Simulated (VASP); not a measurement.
Set up this calculation in VASP 6.6.1, as the native input.

```
Task                   : single point
Functional             : LDA
Potentials or basis    : VASP PAW LDA potentials, release 64 (Sb)
Cutoff                 : 520 eV
k mesh                 : 10 × 10 × 10
Occupations            : fermi-dirac, width 0.05 eV
Spin                   : no spin polarisation
Dipole correction      : no
Further INCAR settings : ALGO = Normal; EDIFF = 1e-07; NBANDS = 8
```

The structure of Sb lies in POSCAR:

```
Sb
1.0
    0.0000000000      2.3553276627      2.3553276627
    2.3553276627      0.0000000000      2.3553276627
    2.3553276627      2.3553276627      0.0000000000
Sb
1
Direct
    0.0000000000      0.0000000000      0.0000000000
```

One way to write it, as run:

INCAR

```
ALGO = Normal ; EDIFF = 1E-7
ENCUT = 520 ; ISIF = 2
ISMEAR = -1 ; LASPH = T
LCHARG = F ; LREAL = F
LWAVE = F ; NBANDS = 8
NELM = 80 ; PREC = Accurate
SIGMA = 0.05
```

KPOINTS

```
k-points
0
Gamma
  10 10 10
```

Potentials or basis: VASP PAW LDA potentials, release 64 (Sb).

Launch:

```sh
$ cat potpaw_LDA.64/Sb/POTCAR > POTCAR
$ mpirun -np 1 vasp_std > vasp.out
```

Results of the run:

```yaml
Pressure: -1.0 GPa
```

Wall time 9.1 s on 1 thread of Intel Xeon 6975P-C, on a shared host, peak memory 0.14 GiB.
